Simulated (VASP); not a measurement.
Wanted: the native input for a VASP 6.6.1 run.

| Item | Value |
| --- | --- |
| Task | relaxation of cell and atoms |
| Functional | PBE |
| Dispersion | D3(BJ) |
| Potentials or basis | VASP PAW PBE potentials, release 64 (Al, Ni) |
| Cutoff | 600 eV |
| k mesh | 12 × 12 × 12 |
| Occupations | gaussian, width 0.1 eV |
| Spin | collinear spin, ferromagnetic start |
| Starting moments | [0.0, 0.3, 0.3, 0.3] μB |
| Dipole correction | no |
| Further INCAR settings | ALGO = Normal; EDIFF = 1e-06; IBRION = 2; EDIFFG = -0.005; NSW = 70; ISIF = 3 |

The structure of AlNi3 lies in POSCAR:

```
AlNi3
1.0
    3.5666788946      0.0000000000      0.0000000000
    0.0000000000      3.5666788946      0.0000000000
    0.0000000000      0.0000000000      3.5666788946
Al Ni
1 3
Direct
    0.0000000000      0.0000000000      0.0000000000
    0.0000000000      0.5000000000      0.5000000000
    0.5000000000      0.0000000000      0.5000000000
    0.5000000000      0.5000000000      0.0000000000
```

The input as run:

INCAR

```
SYSTEM = AlNi3
PREC = Accurate
ENCUT = 600
EDIFF = 1E-6
ISMEAR = 0
SIGMA = 0.1
LREAL = .FALSE.
LASPH = .TRUE.
NELM = 150
ALGO = Normal
ISIF = 3
LWAVE = .FALSE.
LCHARG = .FALSE.
ISPIN = 2
MAGMOM = 0 0.3 0.3 0.3
LORBIT = 11
LMAXMIX = 4
GGA = PE
IVDW = 12
IBRION = 2
NSW = 70
EDIFFG = -0.005
LUSENCCL = .FALSE.
```

KPOINTS

```
Automatic mesh
0
G
  12 12 12
  0 0 0
```

Potentials or basis: VASP PAW PBE potentials, release 64 (Al, Ni).

The run is started by

```sh
$ cat potpaw_PBE.64/Al/POTCAR potpaw_PBE.64/Ni/POTCAR > POTCAR
$ mpirun -np 1 vasp_std > vasp.out
```

It gave:

The relaxed volume is 10.94 Å³/atom. The relaxed cell is a = 3.524 Å, b = 3.524 Å, c = 3.524 Å, α = 90.00°, β = 90.00°, γ = 90.00° and the space group after relaxing (to 0.05 Å) is Pm-3m (No. 221). The energy gained by relaxing is 8.8 meV/atom and the ionic steps are 4. The pressure after relaxing is 0.0 GPa, the net moment is 0.69 μB per cell and the site moments are Al -0.01; Ni +0.25 μB. The valence electrons inside the program's atomic spheres are Al 0.82; Ni 9.45 and the dispersion energy per atom is -0.472 eV.

Caveat: pairwise dispersion overbinds metals, which lowers pressure and volume.

It took 17 min on 1 × NVIDIA H100 80GB with 1 thread of AMD EPYC 7R13 Processor (Zen 3), with other jobs on the host, peak memory 1.3 GiB.
